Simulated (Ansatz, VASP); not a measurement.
**Hf in VASP and in Ansatz**

The input INCAR:

```
SYSTEM = Hf
  PREC = Accurate
  ENCUT = 520
  EDIFF = 1E-7
  ISMEAR = 0
  SIGMA = 0.15
  LREAL = .False.
  LASPH = .True.
  NELM = 80
  ALGO = Fast
  ISIF = 2
  LWAVE = .False.
  LCHARG = .False.
  GGA = PS
  NBANDS = 17
```

KPOINTS

```
Automatic mesh
0
Gamma
  18 18 10
  0 0 0
```

File POSCAR:

```
Hf
1.0
    3.1966985242      0.0000000000      0.0000000000
   -1.5983492621      2.7684221302      0.0000000000
    0.0000000000      0.0000000000      4.6784650000
Hf
2
Direct
    0.3333333333      0.6666666667      0.2500000000
    0.6666666667      0.3333333333      0.7500000000
```

Input for Ansatz:

```yaml
crystal:
  lattice:
    - [3.1966985242, 0.0, 0.0]
    - [-1.5983492621, 2.7684221302, 0.0]
    - [0.0, 0.0, 4.678465]
  atoms:
    - { symbol: Hf, position: [0.3333333333, 0.6666666667, 0.25] }
    - { symbol: Hf, position: [0.6666666667, 0.3333333333, 0.75] }
basis:
  ecutwfc: 420
kpoints:
  mp_grid: { grid: [18, 18, 10] }
hamiltonian:
  xc: pbesol
scf:
  occupations: { method: gaussian, width: 0.15 }
output:
  forces: true
  stress: true
  eigenvalues: true
```

Change from the starting cell: strain -0.0750 x Voigt [0, 0, 1, 0, 0, 0], atoms carried along.

Alike in both runs: task single point; functional PBEsol; k mesh 18 × 18 × 10; occupations gaussian, width 0.15 eV; no spin polarisation.

|  | VASP | Ansatz |
| --- | --- | --- |
| version | VASP 6.6.1 | Ansatz 0.2.0 |
| potentials or method | VASP PAW PBE potentials, release 64 (Hf_pv), cutoff 520 eV | scalar-relativistic, plane waves, PAW |
| valence electrons in the cell | 20 | 52 |

VASP gave:

- gap on the k mesh at the Fermi level (eV): none
- pressure (GPa): 5.5
- traceless stress, the component that is largest in VASP (GPa): 7.34

Question: What did Ansatz give for the same quantities?

Answer: gap on the k mesh at the Fermi level (eV): none; pressure (GPa): 5.9; traceless stress, the component that is largest in VASP (GPa): 7.39.

VASP's potentials were made for PBE, not for PBEsol. A gap of «none» marks a metal or a gap that the smearing closes. VASP's potentials hold 20 valence electrons a cell and Ansatz's 52, so a difference there can come from the potentials and not from the codes.

Spin-orbit coupling is off throughout.
